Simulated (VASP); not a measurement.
Runs of VASP 6.6.1 on NaI. It takes space group Fm-3m (No. 225, cubic). Conventional cell: a = 6.473 Å, b = 6.473 Å, c = 6.473 Å, α = 90.00°, β = 90.00°, γ = 90.00°. Within 4.3 Å of Na (site symmetry m-3m) lie 6 I at 3.24 Å. Within 4.3 Å of I (site symmetry m-3m) lie 6 Na at 3.24 Å. 

| k mesh | gap on the mesh (eV) | pressure (GPa) |
| --- | --- | --- |
| 2 × 2 × 2 | 3.22 | (a) |
| 8 × 8 × 8 | 3.35 | -1.6 |
| 6 × 6 × 6 | 3.35 | -1.6 |
| 4 × 4 × 4 | 3.34 | -1.6 |

Alike in all rows: task single point; level LDA; potentials or basis VASP PAW LDA potentials, release 64 (Na_pv, I); no spin polarisation; cell as given; cutoff (eV) 520; smearing gaussian 0.01 eV.

Problem. Fill in the values left out.

Solution. (a) 0.8.

Caveats: some runs use coarse meshes; spin-orbit coupling is left out, which moves the levels of the heavy elements.

A k mesh can miss the band edges, and the runs leave out spin-orbit coupling on I.
